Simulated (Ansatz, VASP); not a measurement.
One calculation of Ge, two programs

```
CELL_PARAMETERS angstrom
4.97770 2.87388 1.84313
-4.97770 2.87388 1.84313
0.00000 -5.74775 1.84313
ATOMIC_POSITIONS crystal
Ge 0.71604 0.71604 0.71604
Ge 0.28396 0.28396 0.28396
Ge 0.02894 0.72536 0.53229
Ge 0.53229 0.02894 0.72536
Ge 0.72536 0.53229 0.02894
Ge 0.97106 0.27464 0.46771
Ge 0.46771 0.97106 0.27464
Ge 0.27464 0.46771 0.97106
```

Alike in both runs: task single point; functional LDA; k mesh 9 × 9 × 9; occupations gaussian, width 0.15 eV; no spin polarisation.

```csv
,VASP,Ansatz
version,VASP 6.6.1,Ansatz 0.2.0
potentials or method,"VASP PAW LDA potentials, release 64 (Ge_d), cutoff 520 eV","scalar-relativistic, plane waves, PAW"
valence electrons in the cell,112,112
```

Ansatz gave:

```
gap on the k mesh at the Fermi level (eV)                     : none
pressure (GPa)                                                : 1.2
traceless stress, the component that is largest in VASP (GPa) : 6.83
rms of the force components (eV/Å)                            : 0.334
```

Question: Estimate VASP's values.

Answer: gap on the k mesh at the Fermi level (eV): none; pressure (GPa): 1.4; traceless stress, the component that is largest in VASP (GPa): 6.87; rms of the force components (eV/Å): 0.338.

Ansatz warns that its potentials were made for another functional, while VASP's fit it. LDA's correlation is that of Perdew and Zunger in VASP and of Perdew and Wang (1992) in Ansatz. Atom by atom the forces differ by 0.006 eV/Å (rms over components). A gap of «none» marks a metal or a gap that the smearing closes.
